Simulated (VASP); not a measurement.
SiC, 8 atoms in the cell. It takes space group Cm (No. 8, monoclinic). The conventional cell has a = 5.359 Å, b = 3.094 Å, c = 10.218 Å, α = 90.00°, β = 97.53°, γ = 90.00°. Within 2.5 Å of Si (site symmetry m) lie 4 C at 1.90 Å. Within 2.6 Å of Si (site symmetry m) lie 4 C at 1.90 to 2.33 Å and 1 Si at 2.57 Å. Within 2.5 Å of Si (site symmetry m) lie 4 C at 1.89 to 1.90 Å. Si (site symmetry m) has 4 C at 1.89 to 1.90 Å and 1 Si at 2.57 Å within 2.6 Å. Within 2.5 Å of C (site symmetry m) lie 4 Si at 1.89 to 1.90 Å. Within 2.5 Å of C (site symmetry m) lie 4 Si at 1.89 to 2.33 Å. Within 2.5 Å of C (site symmetry m) lie 4 Si at 1.90 Å. C (site symmetry m) has 4 Si at 1.90 Å within 2.5 Å.  This cell differs from its parent crystal: the part above a cut slid along it.

| Property | Result |
| --- | --- |
| Program | VASP 6.6.1 |
| Task | single point |
| Functional | PBE |
| Potentials or basis | VASP PAW PBE potentials, release 64 (Si, C) |
| Cutoff | 520 eV |
| k mesh | 10 × 10 × 3 |
| Occupations | gaussian, width 0.05 eV |
| Spin | no spin polarisation |
| Dipole correction | no |
| Further INCAR settings | ALGO = Normal; EDIFF = 1e-07; NBANDS = 26 |

Potentials or basis: VASP PAW PBE potentials, release 64 (Si, C).

Run with:

```sh
$ cat potpaw_PBE.64/Si/POTCAR potpaw_PBE.64/C/POTCAR > POTCAR
$ mpirun -np 1 vasp_std > vasp.out
```

Hardware: 1 thread of Intel Xeon 8259CL (shared host).

Problem. How long does it take, and how much memory?

Solution. Run time: 3.1 min on 1 thread of Intel Xeon 8259CL, with other jobs on the host, peak memory 0.29 GiB. Counts: scf iterations 15, k points 86.
